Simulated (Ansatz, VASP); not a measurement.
**One calculation of Bi, two programs**

INCAR

```
PREC = Accurate
ENCUT = 600
EDIFF = 1E-6
ISMEAR = 0
SIGMA = 0.1
LREAL = F
LASPH = T
NELM = 60
ALGO = Fast
ISIF = 3
LWAVE = F
LCHARG = F
GGA = PE
IBRION = 2
NSW = 100
EDIFFG = -0.01
```

File KPOINTS:

```
regular mesh
0
Gamma
  22 22 22
```

The input POSCAR:

```
Bi
1.0
   -1.7142275819      1.7142275819      2.6801493705
    1.7142275819     -1.7142275819      2.6801493705
    1.7142275819      1.7142275819     -2.6801493705
Bi
1
Direct
    0.0000000000      0.0000000000      0.0000000000
```

Input for Ansatz:

```yaml
crystal:
  lattice:
    - [-1.7142275819, 1.7142275819, 2.6801493705]
    - [1.7142275819, -1.7142275819, 2.6801493705]
    - [1.7142275819, 1.7142275819, -2.6801493705]
  atoms:
    - { symbol: Bi, position: [0.0, 0.0, 0.0] }
basis:
  ecutwfc: 420
kpoints:
  mp_grid: { grid: [22, 22, 22] }
hamiltonian:
  xc: pbe
scf:
  occupations: { method: gaussian, width: 0.1 }
output:
  forces: true
  stress: true
  eigenvalues: true
relax:
  adjacent_minimum: "off"
  f_tol: 0.01
  max_steps: 80
  cell: { stress_tol: 0.05 }
```

Alike in both runs: task relaxation of cell and atoms; functional PBE; k mesh 22 × 22 × 22; occupations gaussian, width 0.1 eV; no spin polarisation.

```csv
,VASP,Ansatz
version,VASP 6.6.1,Ansatz 0.2.0
potentials or method,"VASP PAW PBE potentials, release 64 (Bi_d), cutoff 600 eV","scalar-relativistic, plane waves, PAW"
valence electrons in the cell,15,15
```

|  | VASP | Ansatz | Ansatz less VASP |
| --- | --- | --- | --- |
| gap on the k mesh at the Fermi level, each at its own relaxed structure (eV) | none | none | - |
| relaxed volume (Å³/atom) | 31.92 | 31.95 | +0.031 |
| relaxed cell length with the largest relative difference (Å) | 3.656 | 3.659 | +0.0030 |

A gap of «none» marks a metal or a gap that the smearing closes.

Neither program's run includes spin-orbit coupling.
